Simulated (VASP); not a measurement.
# BaCuS (P4/nmm) in VASP: single point with r2SCAN+U

Aim: the single point of BaCuS with r2SCAN+U.

Program: VASP 6.6.1. These are calculated values, not measurements. Logs are shortened: lines on timing, memory, paths and dates and some standing lists are left out, and cuts for length are marked.

**1. The cell of the first run**

It takes space group P4/nmm (No. 129, tetragonal). The conventional cell has a = 4.630 Å, b = 4.630 Å, c = 8.097 Å, α = 90.00°, β = 90.00°, γ = 90.00°. Cu (site symmetry -4m2) has 4 Ba at 2.69 Å and 4 Cu at 3.27 Å and 4 S at 3.43 Å within 3.5 Å. Within 3.5 Å of Ba (site symmetry 4mm) lie 4 Cu at 2.69 Å and 4 S at 3.48 Å. Within 4.7 Å of S (site symmetry 4mm) lie 4 Cu at 3.43 Å and 6 Ba at 3.48 to 4.21 Å and 8 S at 4.47 to 4.63 Å.

**2. Single point, r2SCAN+U, collinear spin, zero start**

The input, POSCAR:

```
BaCuS
1.0
    4.6301413500      0.0000000000      0.0000000000
    0.0000000000      4.6301413500      0.0000000000
    0.0000000000      0.0000000000      8.0965005900
Cu Ba S
2 2 2
Direct
    0.0000000000      0.0000000000      0.0000000000
    0.5000000000      0.5000000000      0.0000000000
    0.0000000000      0.5000000000      0.1680000000
    0.5000000000      0.0000000000      0.8320000000
    0.0000000000      0.5000000000      0.6880000000
    0.5000000000      0.0000000000      0.3120000000
```

The input, INCAR.step1:

```
SYSTEM = BaCuS
PREC = Accurate
ENCUT = 520
ISMEAR = -1
SIGMA = 0.1
LREAL = .FALSE.
LASPH = .TRUE.
NELM = 150
ISPIN = 2
MAGMOM = 0 0 0 0 0 0
LMAXMIX = 4
LDAU = .TRUE.
LDAUTYPE = 2
LDAUL = 2 -1 -1
LDAUU = 1.62 0 0
LDAUJ = 0 0 0
NBANDS = 40
GGA = PE
ALGO = Normal
EDIFF = 1E-4
LWAVE = .TRUE.
LCHARG = .FALSE.
```

The input, INCAR.step2:

```
SYSTEM = BaCuS
PREC = Accurate
ENCUT = 520
EDIFF = 1E-6
ISMEAR = -1
SIGMA = 0.1
LREAL = .FALSE.
LASPH = .TRUE.
NELM = 150
ALGO = Normal
ISIF = 2
LWAVE = .FALSE.
LCHARG = .FALSE.
ISPIN = 2
MAGMOM = 0 0 0 0 0 0
LORBIT = 11
LMAXMIX = 4
LDAU = .TRUE.
LDAUTYPE = 2
LDAUL = 2 -1 -1
LDAUU = 1.62 0 0
LDAUJ = 0 0 0
LDAUPRINT = 1
METAGGA = R2SCAN
LMIXTAU = .TRUE.
NBANDS = 40
ISTART = 1
```

The input, KPOINTS:

```
regular mesh
0
G
  5 5 3
  0 0 0
```

Potentials or basis: VASP PAW PBE potentials, release 64 (Cu, Ba_sv, S).

Started as:

```bash
> cat potpaw_PBE.64/Cu/POTCAR potpaw_PBE.64/Ba_sv/POTCAR potpaw_PBE.64/S/POTCAR > POTCAR
> cp INCAR.step1 INCAR
> mpirun -np 1 vasp_std > vasp.out
> cp INCAR.step2 INCAR
> mpirun -np 1 vasp_std > vasp.out
```

OUTCAR:

```text
SYSTEM = BaCuS
   PREC = Accurate
   ENCUT = 520
   EDIFF = 1E-6
   ISMEAR = -1
   LREAL = .FALSE.
   LASPH = .TRUE.
   NELM = 150
   ISIF = 2
   ISPIN = 2
   LORBIT = 11
   METAGGA = R2SCAN
   ISTART = 1

 ion  position               nearest neighbor table
   1  0.000  0.000  0.000-   3 2.69   4 2.69   3 2.69   4 2.69
   2  0.500  0.500  0.000-   3 2.69   4 2.69   4 2.69   3 2.69
   3  0.000  0.500  0.168-   1 2.69   2 2.69   1 2.69   2 2.69   6 3.48   6 3.48   6 3.48   6 3.48
                             4 4.26   4 4.26   4 4.26   4 4.26
   4  0.500  0.000  0.832-   1 2.69   2 2.69   2 2.69   1 2.69   5 3.48   5 3.48   5 3.48   5 3.48
                             3 4.26   3 4.26   3 4.26   3 4.26
   5  0.000  0.500  0.688-   4 3.48   4 3.48   4 3.48   4 3.48
   6  0.500  0.000  0.312-   3 3.48   3 3.48   3 3.48   3 3.48

  LATTYP: Found a simple tetragonal cell.
 ALAT       =     4.6301413500
 C/A-ratio  =     1.7486508463

  Lattice vectors:

 A1 = (   4.6301413500,   0.0000000000,   0.0000000000)
 A2 = (   0.0000000000,   4.6301413500,   0.0000000000)
 A3 = (   0.0000000000,   0.0000000000,   8.0965005900)

Analysis of symmetry for initial positions (statically):
=====================================================================
 Subroutine PRICEL returns:
 Original cell was already a primitive cell.

 Routine SETGRP: Setting up the symmetry group for a
 simple tetragonal supercell.

 Subroutine GETGRP returns: Found 16 space group operations
 (whereof  8 operations were pure point group operations)
 out of a pool of 16 trial point group operations.

The static configuration has the point symmetry D_2d.
 The point group associated with its full space group is D_4h.

Analysis of symmetry for dynamics (positions and initial velocities):
=====================================================================
 Subroutine PRICEL returns:
 Original cell was already a primitive cell.

 Routine SETGRP: Setting up the symmetry group for a
 simple tetragonal supercell.

 Subroutine GETGRP returns: Found 16 space group operations
 (whereof  8 operations were pure point group operations)
 out of a pool of 16 trial point group operations.

The dynamic configuration has the point symmetry D_2d.
 The point group associated with its full space group is D_4h.

Analysis of structural, dynamic, and magnetic symmetry:
=====================================================================
 Subroutine PRICEL returns:
 Original cell was already a primitive cell.

 Routine SETGRP: Setting up the symmetry group for a
 simple tetragonal supercell.

 Subroutine GETGRP returns: Found 16 space group operations
 (whereof  8 operations were pure point group operations)
 out of a pool of 16 trial point group operations.

The overall configuration has the point symmetry D_2d.
 The point group associated with its full space group is D_4h.

 Subroutine INISYM returns: Found 16 space group operations
 (whereof  8 operations are pure point group operations),
 and found     1 'primitive' translations

----------------------------------------------------------------------------------------

                                     Primitive cell

  volume of cell :     173.5745

  direct lattice vectors                    reciprocal lattice vectors
     4.630141350  0.000000000  0.000000000     0.215976128  0.000000000  0.000000000
     0.000000000  4.630141350  0.000000000     0.000000000  0.215976128  0.000000000
     0.000000000  0.000000000  8.096500590     0.000000000  0.000000000  0.123510150

  length of vectors
     4.630141350  4.630141350  8.096500590     0.215976128  0.215976128  0.123510150

  position of ions in fractional coordinates (direct lattice)
     0.000000000  0.000000000  0.000000000
[... 145 lines left out ...]
  o =  0.9474  v =  0.0000  0.0000  0.0000  0.0000  0.0000  0.0000  0.9801 -0.0000 -0.1984  0.0000      0.0000  0.0000  0.0000  0.0000  0.0000  0.0000  0.0000  0.0000  0.0000  0.0000
  o =  0.9474  v =  0.0000  0.0000  0.0000  0.0000  0.0000  0.0000 -0.1984 -0.0000 -0.9801  0.0000      0.0000  0.0000  0.0000  0.0000  0.0000  0.0000  0.0000  0.0000  0.0000  0.0000
  o =  0.9474  v =  0.0000 -1.0000 -0.0000  0.0041  0.0000  0.0000  0.0000  0.0000  0.0000  0.0000      0.0000  0.0000  0.0000  0.0000  0.0000  0.0000  0.0000  0.0000  0.0000  0.0000
  o =  0.9474  v =  0.0000  0.0041 -0.0000  1.0000 -0.0000  0.0000  0.0000  0.0000  0.0000  0.0000      0.0000  0.0000  0.0000  0.0000  0.0000  0.0000  0.0000  0.0000  0.0000  0.0000

atom =   2  type =  1  l = 2

 onsite density matrix

spin component  1

  0.9266 -0.0000  0.0000  0.0000 -0.0000
 -0.0000  0.9474 -0.0000  0.0000 -0.0000
  0.0000 -0.0000  0.9327  0.0000 -0.0000
  0.0000  0.0000  0.0000  0.9474 -0.0000
 -0.0000 -0.0000 -0.0000 -0.0000  0.9445

spin component  2

  0.9266  0.0000 -0.0000  0.0000 -0.0000
  0.0000  0.9474 -0.0000 -0.0000 -0.0000
 -0.0000 -0.0000  0.9327  0.0000 -0.0000
  0.0000 -0.0000  0.0000  0.9474 -0.0000
 -0.0000 -0.0000 -0.0000 -0.0000  0.9445

 occupancies and eigenvectors

  o =  0.9266  v =  1.0000  0.0000  0.0000  0.0000  0.0000  0.0000  0.0000  0.0000  0.0000  0.0000      0.0000  0.0000  0.0000  0.0000  0.0000  0.0000  0.0000  0.0000  0.0000  0.0000
  o =  0.9266  v =  0.0000  0.0000  0.0000  0.0000  0.0000  1.0000  0.0000  0.0000  0.0000  0.0000      0.0000  0.0000  0.0000  0.0000  0.0000  0.0000  0.0000  0.0000  0.0000  0.0000
  o =  0.9327  v =  0.0000  0.0000  1.0000  0.0000  0.0000  0.0000  0.0000  0.0000  0.0000  0.0000      0.0000  0.0000  0.0000  0.0000  0.0000  0.0000  0.0000  0.0000  0.0000  0.0000
  o =  0.9327  v =  0.0000  0.0000  0.0000  0.0000  0.0000  0.0000  0.0000 -1.0000  0.0000  0.0000      0.0000  0.0000  0.0000  0.0000  0.0000  0.0000  0.0000  0.0000  0.0000  0.0000
  o =  0.9445  v =  0.0000 -0.0000  0.0000  0.0000 -1.0000  0.0000  0.0000  0.0000  0.0000  0.0000      0.0000  0.0000  0.0000  0.0000  0.0000  0.0000  0.0000  0.0000  0.0000  0.0000
  o =  0.9445  v =  0.0000  0.0000  0.0000  0.0000  0.0000  0.0000  0.0000  0.0000  0.0000  1.0000      0.0000  0.0000  0.0000  0.0000  0.0000  0.0000  0.0000  0.0000  0.0000  0.0000
  o =  0.9474  v =  0.0000  0.0000  0.0000  0.0000  0.0000  0.0000 -0.0045 -0.0000 -1.0000  0.0000      0.0000  0.0000  0.0000  0.0000  0.0000  0.0000  0.0000  0.0000  0.0000  0.0000
  o =  0.9474  v =  0.0000  0.0000  0.0000  0.0000  0.0000  0.0000  1.0000 -0.0000 -0.0045 -0.0000      0.0000  0.0000  0.0000  0.0000  0.0000  0.0000  0.0000  0.0000  0.0000  0.0000
  o =  0.9474  v =  0.0000 -0.0055 -0.0000  1.0000  0.0000  0.0000  0.0000  0.0000  0.0000  0.0000      0.0000  0.0000  0.0000  0.0000  0.0000  0.0000  0.0000  0.0000  0.0000  0.0000
  o =  0.9474  v =  0.0000 -1.0000  0.0000 -0.0055  0.0000  0.0000  0.0000  0.0000  0.0000  0.0000      0.0000  0.0000  0.0000  0.0000  0.0000  0.0000  0.0000  0.0000  0.0000  0.0000

 number of electron      53.9999972 magnetization       0.0000000

 Free energy of the ion-electron system (eV)
  ---------------------------------------------------
  ext. energy  EPLUGINS =         0.00000000
  ---------------------------------------------------
  free energy    TOTEN  =       -88.13177958 eV

  energy without entropy =      -88.02684608  energy(sigma->0) =      -88.07931283

 E-fermi :   1.7803     XC(G=0):  -9.1409

 val. band max:        1.7725612255   @ k =   0.4000   0.0000   0.3333
 cond. band min:       1.8929063694   @ k =   0.4000   0.0000   0.0000
 fundamental gap:      0.1203451439
 Fermi energy:         1.7802925711

 spin component 1

 k-point     1 :       0.0000    0.0000    0.0000
  band No.  band energies     occupation
      1     -26.3809      1.00000
      2     -26.3048      1.00000
      3     -11.6369      1.00000
      4     -11.4345      1.00000
      5     -11.4345      1.00000
      6     -11.2979      1.00000
[... 493 lines left out ...]
     38       9.1330      0.00000
     39       9.1524      0.00000
 Fermi energy:         1.7802925711

 spin component 2

 k-point     1 :       0.0000    0.0000    0.0000
  band No.  band energies     occupation
      1     -26.3809      1.00000
      2     -26.3048      1.00000
      3     -11.6369      1.00000
      4     -11.4345      1.00000
      5     -11.4345      1.00000
      6     -11.2979      1.00000
[... 493 lines left out ...]
     38       9.1330      0.00000
     39       9.1524      0.00000
 [bands above 39 left out]

------------------------ aborting loop because EDIFF is reached ----------------------------------------

  FORCE on cell =-STRESS in cart. coord.  units (eV):
  Direction    XX          YY          ZZ          XY          YZ          ZX
  --------------------------------------------------------------------------------------
  -------------------------------------------------------------------------------------
  Total        7.8145765      7.8145765     -1.1795247      0.0000000      0.0000000     -0.0000000
  in kB       72.1323658     72.1323658    -10.8875907      0.0000000      0.0000000     -0.0000000
  external PRESSURE =      44.4590470 kB  Pullay stress =       0.0000000 kB

 VOLUME and BASIS-vectors are now :
 -----------------------------------------------------------------------------
  energy-cutoff  :      520.00
  volume of cell :      173.57
      direct lattice vectors                 reciprocal lattice vectors
     4.630141350  0.000000000  0.000000000     0.215976128  0.000000000  0.000000000
     0.000000000  4.630141350  0.000000000     0.000000000  0.215976128  0.000000000
     0.000000000  0.000000000  8.096500590     0.000000000  0.000000000  0.123510150

 POSITION                                       TOTAL-FORCE (eV/Angst)
 -----------------------------------------------------------------------------------
      0.00000      0.00000      0.00000         0.000000      0.000000     -0.000000
      2.31507      2.31507      0.00000         0.000000      0.000000     -0.000000
      0.00000      2.31507      1.36021        -0.000000     -0.000000      4.607829
      2.31507      0.00000      6.73629         0.000000      0.000000     -4.607829
      0.00000      2.31507      5.57039        -0.000000      0.000000      2.200397
      2.31507      0.00000      2.52611         0.000000     -0.000000     -2.200397
 -----------------------------------------------------------------------------------
    total drift:                                0.000000      0.000000      0.000000

  FREE ENERGIE OF THE ION-ELECTRON SYSTEM (eV)
  ---------------------------------------------------
  free  energy   TOTEN  =       -88.1317795835 eV

  energy  without entropy=      -88.0268460775  energy(sigma->0) =      -88.07931283

 total charge

# of ion       s       p       d       tot
------------------------------------------
    1        0.608   0.131   9.377  10.116
    2        0.608   0.131   9.377  10.116
    3        2.041   5.574   0.515   8.130
    4        2.041   5.574   0.515   8.130
    5        1.343   2.255   0.000   3.598
    6        1.343   2.255   0.000   3.598
--------------------------------------------------
tot          7.983  15.921  19.783  43.687

 magnetization (x)

# of ion       s       p       d       tot
------------------------------------------
    1        0.000  -0.000  -0.000  -0.000
    2        0.000  -0.000  -0.000  -0.000
    3       -0.000  -0.000  -0.000  -0.000
    4       -0.000  -0.000  -0.000  -0.000
    5       -0.000   0.000   0.000   0.000
    6       -0.000   0.000   0.000   0.000
--------------------------------------------------
tot         -0.000   0.000  -0.000  -0.000
```

It took 8.9 min on 1 thread of Intel Xeon 8259CL, shared host; peak memory 0.45 GiB.

Results:

* Free energy: -88.1318 eV
* Pressure: 4.4 GPa
* Largest force: 4.608 eV/Å
* Band gap on the k mesh: zero (filled and empty bands overlap)
* Net moment: 0.00 μB per cell
* Valence electrons inside the program's atomic spheres: Cu 10.12; Ba 8.13; S 3.60

Forces in eV/Å, atoms in the order of the input:
```
Cu   0.000  0.000  0.000
Cu   0.000  0.000  0.000
Ba   0.000  0.000  4.608
Ba   0.000  0.000 -4.608
S    0.000  0.000  2.200
S    0.000  0.000 -2.200
```

Stress tensor (GPa, compression positive):
```
 7.21  0.00  0.00
 0.00  7.21  0.00
 0.00  0.00 -1.09
```

Levels at points of the mesh, in eV from the Fermi level:
Spin up:
| k point | band 23 | band 24 | band 25 | band 26 | band 27 | band 28 | band 29 | band 30 | band 31 | band 32 |
| --- | --- | --- | --- | --- | --- | --- | --- | --- | --- | --- |
| (0.00, 0.00, 0.00) | -0.86 | -0.84 | -0.84 | -0.76 | -0.76 | -0.09 | 1.68 | 1.68 | 1.83 | 2.98 |
Spin down:
```csv
k point,band 23,band 24,band 25,band 26,band 27,band 28,band 29,band 30,band 31,band 32
"(0.00, 0.00, 0.00)",-0.86,-0.84,-0.84,-0.76,-0.76,-0.09,1.68,1.68,1.83,2.98
```

Eigenvalues of the final occupation matrices:
| site | spin | trace | eigenvalues |
| --- | --- | --- | --- |
| site 1 d | 1 | 4.70 | 0.93 0.93 0.94 0.95 0.95 |
| site 1 d | 2 | 4.70 | 0.93 0.93 0.94 0.95 0.95 |
| site 2 d | 1 | 4.70 | 0.93 0.93 0.94 0.95 0.95 |
| site 2 d | 2 | 4.70 | 0.93 0.93 0.94 0.95 0.95 |

Caveat: the stress differs along the axes, from -1 to 7 GPa; the PAW data sets were made with another functional, which shifts forces and pressure a little; spin-orbit coupling is left out, which moves the levels of the heavy elements.

The gap in the log of VASP goes by the Fermi energy; the results here count the filled bands.